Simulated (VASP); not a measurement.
Br:

```xyz
4
Lattice="3.8688 0.0000 0.0000 -1.9344 3.3505 0.0000 0.0000 0.0000 10.5370" Properties=species:S:1:pos:R:3 pbc="T T T"
Br    0.0000    0.0000    2.6342
Br    0.0000    0.0000    7.9027
Br    0.0000    2.2336    7.9027
Br    1.9344    1.1168    2.6342
```

- Program: VASP 6.6.1
- Task: relaxation of cell and atoms
- Functional: PBEsol
- Potentials or basis: VASP PAW PBE potentials, release 64 (Br)
- Cutoff: 600 eV
- k mesh: 6 × 6 × 2
- Occupations: gaussian, width 0.1 eV
- Spin: no spin polarisation

At the start: pressure 34.5 GPa; volume 34.15 Å³/atom.

Question: How do energy, volume and symmetry change on relaxing?

Answer: Over 4 steps the energy falls by 1905.6 meV/atom and the volume is 52.91 Å³/atom (+54.9 %); space group P6_3/mmc (No. 194, to 0.05 Å).

The path:
```csv
step,energy change (eV),largest force (eV/Å),pressure (GPa),volume (Å³)
1,0.0000,0.0000,34.45,136.58
2,-5.3537,0.0000,-2.49,320.22
3,-7.6210,0.0000,-0.18,213.32
4,-7.6222,0.0000,0.00,211.62
```

Final structure:
```yaml
crystal:
  lattice:
    - [4.81652, 0.00000, 0.00000]
    - [-2.40826, 4.17123, 0.00000]
    - [0.00000, 0.00000, 10.53332]
  atoms:
    - { symbol: Br, position: [0.00000, 0.00000, 0.25000] }
    - { symbol: Br, position: [0.00000, 0.00000, 0.75000] }
    - { symbol: Br, position: [0.33333, 0.66667, 0.75000] }
    - { symbol: Br, position: [0.66667, 0.33333, 0.25000] }
```

Caveat: the volume moved by over 15 % at a fixed basis, so the end points are rough; the PAW data sets were made with another functional, which shifts forces and pressure a little; this functional lacks dispersion, which binds the layers, so the pressure and a relaxed spacing across them are unreliable.
